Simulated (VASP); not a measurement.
# CaB2H2 in VASP: further runs

Aim: see how the results for CaB2H2 move with the level of theory and the settings. Levels: PBEsol, PBE. Tasks: single point.

Program: VASP 6.6.1. These are calculated values, not measurements. Logs are shortened: lines on timing, memory, paths and dates and some standing lists are left out, and cuts for length are marked.

## (1) The cell of the first run

Symmetry: P-3m1, No. 164, trigonal system. Conventional cell: a = 3.477 Å, b = 3.477 Å, c = 3.979 Å, α = 90.00°, β = 90.00°, γ = 120.00°. Ca (site symmetry -3m) has 6 H at 2.10 Å and 6 B at 2.72 Å within 2.8 Å. Within 1.7 Å of B (site symmetry 3m) lie 1 H at 1.24 Å. H (site symmetry 3m) has 1 B at 1.24 Å within 1.7 Å.

## (2) Single point, PBEsol

INCAR

```
SYSTEM = CaB2H2
PREC = Accurate
ENCUT = 520
EDIFF = 1E-6
ISMEAR = -1
SIGMA = 0.05
LREAL = .FALSE.
LASPH = .TRUE.
NELM = 80
ALGO = Normal
ISIF = 2
LWAVE = .FALSE.
LCHARG = .TRUE.
GGA = PS
LELF = .TRUE.
LVHAR = .TRUE.
NBANDS = 17
```

KPOINTS

```
Automatic mesh
0
G
  6 6 5
  0 0 0
```

POSCAR

```
CaB2H2
1.0
    3.4767192709      0.0000000000      0.0000000000
   -1.7383596355      3.0109272105      0.0000000000
    0.0000000000      0.0000000000      3.9792940000
Ca B H
1 2 2
Direct
    0.0000000000      0.0000000000      0.0000000000
    0.3333333333      0.6666666667      0.4628360000
    0.6666666667      0.3333333333      0.5371640000
    0.3333333333      0.6666666667      0.1511690000
    0.6666666667      0.3333333333      0.8488310000
```

Potentials or basis: VASP PAW PBE potentials, release 64 (Ca_sv, B, H).

On the command line:

```
> cat potpaw_PBE.64/Ca_sv/POTCAR potpaw_PBE.64/B/POTCAR potpaw_PBE.64/H/POTCAR > POTCAR
> mpirun -np 1 vasp_std > vasp.out
```

OUTCAR:

```text
SYSTEM = CaB2H2
   PREC = Accurate
   ENCUT = 520
   EDIFF = 1E-6
   ISMEAR = -1
   LREAL = .FALSE.
   LASPH = .TRUE.
   NELM = 80
   ISIF = 2
   GGA = PS

 ion  position               nearest neighbor table
   1  0.000  0.000  0.000-
   2  0.333  0.667  0.463-   4 1.24   3 2.03   3 2.03   3 2.03
   3  0.667  0.333  0.537-   5 1.24   2 2.03   2 2.03   2 2.03
   4  0.333  0.667  0.151-   2 1.24
   5  0.667  0.333  0.849-   3 1.24

  LATTYP: Found a hexagonal cell.
 ALAT       =     3.4767192709
 C/A-ratio  =     1.1445543025

  Lattice vectors:

 A1 = (   3.4767192709,   0.0000000000,   0.0000000000)
 A2 = (  -1.7383596355,   3.0109272105,   0.0000000000)
 A3 = (   0.0000000000,   0.0000000000,   3.9792940000)

Analysis of symmetry for initial positions (statically):
=====================================================================
 Subroutine PRICEL returns:
 Original cell was already a primitive cell.

 Routine SETGRP: Setting up the symmetry group for a
 hexagonal supercell.

 Subroutine GETGRP returns: Found 12 space group operations
 (whereof 12 operations were pure point group operations)
 out of a pool of 24 trial point group operations.

The static configuration has the point symmetry D_3d.

Analysis of symmetry for dynamics (positions and initial velocities):
=====================================================================
 Subroutine PRICEL returns:
 Original cell was already a primitive cell.

 Routine SETGRP: Setting up the symmetry group for a
 hexagonal supercell.

 Subroutine GETGRP returns: Found 12 space group operations
 (whereof 12 operations were pure point group operations)
 out of a pool of 24 trial point group operations.

The dynamic configuration has the point symmetry D_3d.

 Subroutine INISYM returns: Found 12 space group operations
 (whereof 12 operations are pure point group operations),
 and found     1 'primitive' translations

----------------------------------------------------------------------------------------

                                     Primitive cell

  volume of cell :      41.6558

  direct lattice vectors                    reciprocal lattice vectors
     3.476719271  0.000000000  0.000000000     0.287627479  0.166061803  0.000000000
    -1.738359635  3.010927210  0.000000000     0.000000000  0.332123605  0.000000000
     0.000000000  0.000000000  3.979294000     0.000000000  0.000000000  0.251300859

  length of vectors
     3.476719271  3.476719271  3.979294000     0.332123605  0.332123605  0.251300859

  position of ions in fractional coordinates (direct lattice)
     0.000000000  0.000000000  0.000000000
     0.333333333  0.666666667  0.462836000
     0.666666667  0.333333333  0.537164000
     0.333333333  0.666666667  0.151169000
     0.666666667  0.333333333  0.848831000

  ion indices of the primitive-cell ions
   primitive index   ion index
                 1           1
                 2           2
                 3           3
                 4           4
                 5           5

----------------------------------------------------------------------------------------

 KPOINTS: Automatic mesh

Automatic generation of k-mesh.
 Grid dimensions read from file:
 generate k-points for:    6    6    5

 Generating k-lattice:

  Cartesian coordinates                     Fractional coordinates (reciprocal lattice)
     0.047937913  0.027676967  0.000000000     0.166666667 -0.000000000  0.000000000
     0.000000000  0.055353934  0.000000000     0.000000000  0.166666667  0.000000000
     0.000000000  0.000000000  0.050260172     0.000000000  0.000000000  0.200000000

  Length of vectors
     0.055353934  0.055353934  0.050260172

  Shift w.r.t. Gamma in fractional coordinates (k-lattice)
     0.000000000  0.000000000  0.000000000

 Subroutine IBZKPT returns following result:
 ===========================================

 Found     27 irreducible k-points:

 Following reciprocal coordinates:
            Coordinates               Weight
  0.000000  0.000000  0.000000      1.000000
  0.166667 -0.000000  0.000000      6.000000
  0.333333 -0.000000  0.000000      6.000000
  0.500000 -0.000000  0.000000      3.000000
  0.166667  0.166667  0.000000      6.000000
  0.333333  0.166667  0.000000     12.000000
[... 16 lines left out ...]
  0.500000 -0.000000  0.400000      6.000000
  0.166667  0.166667  0.400000     12.000000
 [... further k-points ...]
   k-points           NKPTS =     27   k-points in BZ     NKDIM =     27   number of bands    NBANDS=     17
   number of dos      NEDOS =    301   number of ions     NIONS =      5
   total plane-waves  NPLWV =  23520
   dimension x,y,z NGX =    28 NGY =   28 NGZ =   30
   dimension x,y,z NGXF=    56 NGYF=   56 NGZF=   60
   ions per type =               1   2   2
   NGX,Y,Z   is equivalent  to a cutoff of  13.39, 13.39, 12.53 a.u.
   NGXF,Y,Z  is equivalent  to a cutoff of  26.78, 26.78, 25.07 a.u.
 SYSTEM =  CaB2H2
   PREC   = accura    normal or accurate (medium, high low for compatibility)
   ISTART =      0    job   : 0-new  1-cont  2-samecut
   ICHARG =      2    charge: 1-file 2-atom 10-const
   ISPIN  =      1    spin polarized calculation?
   LNONCOLLINEAR =      F non collinear calculations
   LSORBIT =      F    spin-orbit coupling
   LASPH  =      T    aspherical Exc in radial PAW
   ENCUT  =  520.0 eV  38.22 Ry    6.18 a.u.   6.46  6.46  7.40*2*pi/ulx,y,z
   NELM   =     80;   NELMIN=  2; NELMDL= -5     # of ELM steps
   EDIFF  = 0.1E-05   stopping-criterion for ELM
   LREAL  =      F    real-space projection
   EDIFFG = 0.1E-04   stopping-criterion for IOM
   NSW    =      0    number of steps for IOM
   IBRION =     -1    ionic relax: 0-MD 1-quasi-New 2-CG
   NFREE  =      0    steps in history (QN), initial steepest desc. (CG)
   ISIF   =      2    stress and relaxation
   ISYM   =      2    0-nonsym 1-usesym 2-fastsym
   POTIM  = 0.5000    time-step for ionic-motion
   TEBEG  =    0.0;   TEEND  =   0.0 temperature during run
   PSTRESS=    0.0 pullay stress
   NELECT =      18.0000    total number of electrons
   NUPDOWN=      -1.0000    fix difference up-down
   EMIN   =  10.00;   EMAX   =-10.00  energy-range for DOS
   EFERMI =   0.00;   METHOD = LEGACY
   ISMEAR =    -1;   SIGMA  =   0.05  broadening in eV -4-tet -1-fermi 0-gaus
[... 31 lines left out ...]

 E-fermi :   4.7370     XC(G=0): -10.9970

 val. band max:        4.6975386618   @ k =   0.0000   0.0000   0.4000
 cond. band min:       4.7537770993   @ k =   0.5000  -0.0000   0.0000
 fundamental gap:      0.0562384375
 Fermi energy:         4.7369588892

 k-point     1 :       0.0000    0.0000    0.0000
  band No.  band energies     occupation
      1     -35.1909      2.00000
      2     -16.3321      2.00000
      3     -16.2347      2.00000
      4     -16.2347      2.00000
      5      -7.0752      2.00000
      6      -1.4198      2.00000
[... 9 lines left out ...]
     16      10.0140      0.00000
     17      10.0140      0.00000

 k-point     2 :       0.1667   -0.0000    0.0000
  band No.  band energies     occupation
      1     -35.1755      2.00000
      2     -16.3956      2.00000
      3     -16.3040      2.00000
      4     -16.2623      2.00000
      5      -6.6185      2.00000
      6      -1.7924      2.00000
[... 9 lines left out ...]
     16      10.8691      0.00000
     17      11.7179      0.00000

 k-point     3 :       0.3333   -0.0000    0.0000
  band No.  band energies     occupation
      1     -35.1446      2.00000
      2     -16.6950      2.00000
      3     -16.3167      2.00000
      4     -16.2478      2.00000
      5      -5.4560      2.00000
      6      -2.7166      2.00000
[... 9 lines left out ...]
     16      12.6999      0.00000
     17      13.2174      0.00000

 k-point     4 :       0.5000   -0.0000    0.0000
  band No.  band energies     occupation
      1     -35.1290      2.00000
      2     -16.8356      2.00000
      3     -16.3435      2.00000
      4     -16.2193      2.00000
      5      -4.1792      2.00000
      6      -3.8269      2.00000
[... 9 lines left out ...]
     16      12.5692      0.00000
     17      15.2862      0.00000

 k-point     5 :       0.1667    0.1667    0.0000
  band No.  band energies     occupation
      1     -35.1523      2.00000
      2     -16.5919      2.00000
      3     -16.3371      2.00000
      4     -16.2608      2.00000
      5      -5.8106      2.00000
      6      -2.3887      2.00000
[... 9 lines left out ...]
     16      11.2182      0.00000
     17      13.4153      0.00000

 k-point     6 :       0.3333    0.1667    0.0000
  band No.  band energies     occupation
      1     -35.1290      2.00000
      2     -16.7562      2.00000
      3     -16.4305      2.00000
      4     -16.2197      2.00000
      5      -4.5468      2.00000
      6      -3.2685      2.00000
[... 9 lines left out ...]
     16      12.2422      0.00000
     17      13.9130      0.00000

 k-point     7 :       0.3333    0.3333    0.0000
  band No.  band energies     occupation
      1     -35.1213      2.00000
      2     -16.6386      2.00000
      3     -16.6386      2.00000
      4     -16.2062      2.00000
      5      -3.7097      2.00000
      6      -3.7097      2.00000
[... 9 lines left out ...]
     16      13.3999      0.00000
     17      13.6962      0.00000

 k-point     8 :       0.0000    0.0000    0.2000
  band No.  band energies     occupation
      1     -35.1889      2.00000
      2     -16.3844      2.00000
      3     -16.2319      2.00000
      4     -16.2319      2.00000
      5      -6.7178      2.00000
      6      -2.4921      2.00000
[... 9 lines left out ...]
     16      11.9840      0.00000
     17      11.9840      0.00000
[... 203 lines left out ...]
      1     -35.1704      2.00000
      2     -16.4316      2.00000
      3     -16.3781      2.00000
      4     -16.2537      2.00000
      5      -5.4813      2.00000
      6      -3.8118      2.00000
[... 9 lines left out ...]
     16      12.5500      0.00000
     17      14.2920      0.00000

 k-point    20 :       0.0000    0.1667    0.4000
  band No.  band energies     occupation
      1     -35.1704      2.00000
      2     -16.4289      2.00000
      3     -16.3809      2.00000
      4     -16.2536      2.00000
      5      -5.5191      2.00000
      6      -3.7347      2.00000
[... 9 lines left out ...]
     16      13.1673      0.00000
     17      13.5019      0.00000

 k-point    21 :       0.3333   -0.0000    0.4000
  band No.  band energies     occupation
      1     -35.1399      2.00000
      2     -16.6712      2.00000
      3     -16.3506      2.00000
      4     -16.3060      2.00000
      5      -4.7653      2.00000
      6      -3.3464      2.00000
[... 9 lines left out ...]
     16      13.2983      0.00000
     17      14.0392      0.00000

 k-point    22 :       0.0000    0.3333    0.4000
  band No.  band energies     occupation
      1     -35.1399      2.00000
      2     -16.6700      2.00000
      3     -16.3518      2.00000
      4     -16.3059      2.00000
      5      -4.9545      2.00000
      6      -2.8912      2.00000
[... 9 lines left out ...]
     16      13.1031      0.00000
     17      13.5031      0.00000

 k-point    23 :       0.5000   -0.0000    0.4000
  band No.  band energies     occupation
      1     -35.1245      2.00000
      2     -16.8071      2.00000
      3     -16.3318      2.00000
      4     -16.3124      2.00000
      5      -4.4311      2.00000
      6      -2.8897      2.00000
[... 9 lines left out ...]
     16      12.9920      0.00000
     17      13.0974      0.00000

 k-point    24 :       0.1667    0.1667    0.4000
  band No.  band energies     occupation
      1     -35.1475      2.00000
      2     -16.5705      2.00000
      3     -16.3743      2.00000
      4     -16.3212      2.00000
      5      -5.0356      2.00000
      6      -3.2889      2.00000
[... 9 lines left out ...]
     16      11.8063      0.00000
     17      13.7174      0.00000

 [... further k-points ...]
[... 5 lines left out ...]
  --------------------------------------------------------------------------------------
  -------------------------------------------------------------------------------------
  Total       -0.9684597     -0.9684597     -0.6485661      0.0000000      0.0000000     -0.0000000
  in kB      -37.2491367    -37.2491367    -24.9453095      0.0000000      0.0000000     -0.0000000
  external PRESSURE =     -33.1478610 kB  Pullay stress =       0.0000000 kB

 VOLUME and BASIS-vectors are now :
 -----------------------------------------------------------------------------
  energy-cutoff  :      520.00
  volume of cell :       41.66
      direct lattice vectors                 reciprocal lattice vectors
     3.476719271  0.000000000  0.000000000     0.287627479  0.166061803  0.000000000
    -1.738359635  3.010927210  0.000000000     0.000000000  0.332123605  0.000000000
     0.000000000  0.000000000  3.979294000     0.000000000  0.000000000  0.251300859

 POSITION                                       TOTAL-FORCE (eV/Angst)
 -----------------------------------------------------------------------------------
      0.00000      0.00000      0.00000         0.000000      0.000000      0.000000
     -0.00000      2.00728      1.84176         0.000000      0.000000      0.143107
      1.73836      1.00364      2.13753         0.000000     -0.000000     -0.143107
     -0.00000      2.00728      0.60155        -0.000000      0.000000     -0.146254
      1.73836      1.00364      3.37775         0.000000      0.000000      0.146254
 -----------------------------------------------------------------------------------
    total drift:                               -0.000000     -0.000000     -0.000000

  FREE ENERGIE OF THE ION-ELECTRON SYSTEM (eV)
  ---------------------------------------------------
  free  energy   TOTEN  =       -23.9869339331 eV

  energy  without entropy=      -23.9844214719  energy(sigma->0) =      -23.98567770
```

Wall time 14 s (1 thread of Intel Xeon Platinum 8488C (Sapphire Rapids), shared host); peak memory 0.16 GiB.

Results:

* Free energy: -23.9869 eV
* Pressure: -3.3 GPa
* Largest force: 0.146 eV/Å
* Band gap on the k mesh: 0.06 eV, indirect (least direct gap 1.73 eV)

Forces on the atoms (eV/Å):
```
Ca   0.000  0.000  0.000
B    0.000  0.000  0.143
B    0.000  0.000 -0.143
H    0.000  0.000 -0.146
H    0.000  0.000  0.146
```

Stress tensor (GPa, compression positive):
```
-3.72  0.00  0.00
 0.00 -3.72  0.00
 0.00  0.00 -2.49
```

Caveat: the PAW data sets were made with another functional, which shifts forces and pressure a little.

## (3) Single point, PBEsol

INCAR

```
PREC     = Accurate       # precision mode
ENCUT    = 520            # plane-wave cutoff, eV
EDIFF    = 1E-6           # SCF threshold, eV
ISMEAR   = -1             # smearing method
SIGMA    = 0.05           # smearing width, eV
LREAL    = False          # projectors in reciprocal space
LASPH    = True           # aspherical terms in the spheres
NELM     = 100            # most SCF steps
ALGO     = Normal         # electronic algorithm
ISIF     = 2              # what is computed and relaxed
LWAVE    = False          # write WAVECAR
LCHARG   = False          # write CHGCAR
GGA      = PS             # functional
NBANDS   = 17             # bands
```

KPOINTS

```
Automatic mesh
0
Gamma
  8 8 6
```

POSCAR is that of step 2.

Potentials or basis: VASP PAW PBE potentials, release 64 (Ca_sv, B, H).

On the command line:

```
> cat potpaw_PBE.64/Ca_sv/POTCAR potpaw_PBE.64/B/POTCAR potpaw_PBE.64/H/POTCAR > POTCAR
> mpirun -np 1 vasp_std > vasp.out
```

Wall time 22 s (1 thread of Intel Xeon Platinum 8488C (Sapphire Rapids), shared host); peak memory 0.18 GiB.

The run converged. Its results:

| Item | Value |
| --- | --- |
| Free energy | -23.9923 eV |
| Pressure | -3.3 GPa |
| Largest force | 0.144 eV/Å |
| Band gap on the k mesh | zero (band 9 reaches 4.84 eV, above the bottom of band 10 at 4.75 eV) |

Forces in eV/Å, atoms in the order of the input:
```
Ca   0.000  0.000  0.000
B    0.000  0.000  0.143
B    0.000  0.000 -0.143
H    0.000  0.000 -0.144
H    0.000  0.000  0.144
```

Stress tensor (GPa, compression positive):
```
-3.67  0.00  0.00
 0.00 -3.67  0.00
 0.00  0.00 -2.54
```

Levels at points of the mesh, in eV from the Fermi level:
```csv
k point,band 7,band 8,band 9,band 10,band 11,band 12
"(0.00, 0.00, 0.00)",-3.69,-0.85,-0.85,2.10,4.32,4.77
"(0.50, 0.00, 0.00)",-4.39,-2.12,-1.74,-0.01,4.07,4.10
"(0.00, 0.00, 0.50)",-1.76,0.07,0.07,2.15,2.15,3.20
"(0.50, 0.00, 0.50)",-4.86,-4.68,-2.27,3.52,4.91,5.81
```

Caveat: the PAW data sets were made with another functional, which shifts forces and pressure a little.

## (4) Single point, PBE

INCAR

```
  ALGO = Normal
  EDIFF = 1E-6
  ENCUT = 520
  GGA = PE
  ISIF = 2
  ISMEAR = 1
  LASPH = T
  LCHARG = T
  LELF = T
  LREAL = F
  LVHAR = T
  LWAVE = F
  NBANDS = 17
  NELM = 80
  PREC = Accurate
  SIGMA = 0.05
```

KPOINTS

```
k-points
0
Gamma
  6 6 5
```

POSCAR

```
CaB2H2
1.0
    3.4767192709      0.0000000000      0.0000000000
   -1.7383596355      3.0109272105      0.0000000000
    0.0000000000      0.0000000000      3.9792940000
Ca B H
1 2 2
Direct
   -0.0132400000     -0.0086050000      0.0061580000
    0.3454070000      0.6706530000      0.4650570000
    0.6717330000      0.3358760000      0.5264340000
    0.3541830000      0.6753040000      0.1442770000
    0.6601910000      0.3389240000      0.8511000000
```

On the command line:

```
> cat potpaw_PBE.64/Ca_sv/POTCAR potpaw_PBE.64/B/POTCAR potpaw_PBE.64/H/POTCAR > POTCAR
> mpirun -np 1 vasp_std > vasp.out
```

It took 39 s on 1 thread of Intel Xeon Platinum 8488C (Sapphire Rapids), shared host; peak memory 0.2 GiB.

It converged, with:

```yaml
Free_energy: -22.9642 eV
Pressure: -1.2 GPa
Largest_force: 1.176 eV/Å
Band_gap_on_the_k_mesh: zero (band 9 reaches 4.81 eV, above the bottom of band 10 at 4.80 eV)
```

Forces on the atoms (eV/Å):
```
Ca   0.539  0.473 -0.165
B   -0.194 -0.049 -0.841
B   -0.031 -0.019  1.175
H   -0.481 -0.248  0.543
H    0.167 -0.156 -0.712
```

Stress tensor (GPa, compression positive):
```
 0.54  1.77  0.11
 1.77 -0.06 -0.12
 0.11 -0.12 -4.23
```

Levels at points of the mesh, in eV from the Fermi level:
```
           k point  band 7  band 8  band 9  band 10  band 11  band 12
(0.00, 0.00, 0.00)   -3.63   -0.91   -0.73     1.89     4.41     4.73
(0.50, 0.00, 0.00)   -4.36   -1.93   -1.81     0.00     3.91     4.29
(0.00, 0.50, 0.00)   -4.28   -2.05   -1.77     0.02     3.93     4.30
(0.50, 0.50, 0.00)   -4.21   -2.11   -1.75     0.00     3.96     4.28
```

Caveat: forces of over 1 eV/Å act on the atoms, so gaps and moduli don't describe the material at rest.

## (5) Summary

| level | k mesh | smearing | gap on the mesh (eV) | pressure (GPa) | largest force (eV/Å) |
| --- | --- | --- | --- | --- | --- |
| PBEsol | 6 × 6 × 5 | fermi-dirac 0.05 eV | 0.06 | -3.3 | 0.15 |
| PBEsol | 8 × 8 × 6 | fermi-dirac 0.05 eV | none | -3.3 | 0.14 |
| PBE | 6 × 6 × 5 | methfessel-paxton 0.05 eV | none | -1.2 | 1.18 |

Some of these runs hold the atoms at other places in the same cell, which the table doesn't show; runs alike in all that it shows share one row.

Alike in all rows: task single point; potentials or basis VASP PAW PBE potentials, release 64 (Ca_sv, B, H); no spin polarisation; cell as given; cutoff (eV) 520.

On the cell as given the gap runs from zero (PBEsol) to 0.06 eV (PBEsol); the meshes differ, which moves gaps too. The pressure there spans -3.3 GPa (PBEsol) to -1.2 GPa (PBE); a positive pressure means that this level wants a larger cell, a negative one a smaller.

Caveats: the PAW data sets were made with another functional, which shifts forces and pressure a little (some runs); forces of over 1 eV/Å act on the atoms, so gaps and moduli don't describe the material at rest (some runs).

Absolute energies hang on the potentials; compare differences alone.
